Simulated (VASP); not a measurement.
Write the native input for VASP 6.6.1 that does the following.

* Task: single point
* Functional: PBE
* Potentials or basis: VASP PAW PBE potentials, release 64 (Lu, Bi_d)
* Cutoff: 520 eV
* k mesh: 10 × 10 × 10
* Occupations: gaussian, width 0.1 eV
* Spin: no spin polarisation
* Dipole correction: no
* Further INCAR settings: ALGO = Fast; EDIFF = 1e-06; NBANDS = 53

The structure of Lu3Bi lies in POSCAR:

```
Lu3Bi
1.0
    0.0000000000      3.8247409322      3.8247409322
    3.8247409322      0.0000000000      3.8247409322
    3.8247409322      3.8247409322      0.0000000000
Lu Bi
3 1
Direct
    0.2500000000      0.2500000000      0.2500000000
    0.7500000000      0.7500000000      0.7500000000
    0.5000000000      0.5000000000      0.5000000000
    0.0000000000      0.0000000000      0.0000000000
```

These files were run (other wordings do the same):

INCAR

```
SYSTEM = Lu3Bi
ALGO     = Fast           ! electronic algorithm
EDIFF    = 1E-6           ! SCF threshold, eV
ENCUT    = 520            ! plane-wave cutoff, eV
GGA      = PE             ! functional
ISIF     = 2              ! what is computed and relaxed
ISMEAR   = 0              ! smearing method
LASPH    = .TRUE.         ! aspherical terms in the spheres
LCHARG   = .FALSE.        ! write CHGCAR
LREAL    = .FALSE.        ! projectors in reciprocal space
LWAVE    = .FALSE.        ! write WAVECAR
NBANDS   = 53             ! bands
NELM     = 80             ! most SCF steps
PREC     = Accurate       ! precision mode
SIGMA    = 0.1            ! smearing width, eV
```

KPOINTS

```
k-points
0
G
  10 10 10
  0 0 0
```

Potentials or basis: VASP PAW PBE potentials, release 64 (Lu, Bi_d).

Launch:

```console
$ cat potpaw_PBE.64/Lu/POTCAR potpaw_PBE.64/Bi_d/POTCAR > POTCAR
$ mpirun -np 1 vasp_std > vasp.out
```

Results of the run:

```json
{"Pressure": "-1.4 GPa", "Band gap on the k mesh": "zero (band 45 reaches 4.75 eV, above the bottom of band 46 at 3.97 eV)"}
```

Caveat: spin-orbit coupling is left out, which moves the levels of the heavy elements.

Wall time 17 min on 1 thread of Intel(R) Xeon(R) Platinum 8559C (Emerald Rapids), on a shared host, peak memory 0.43 GiB.
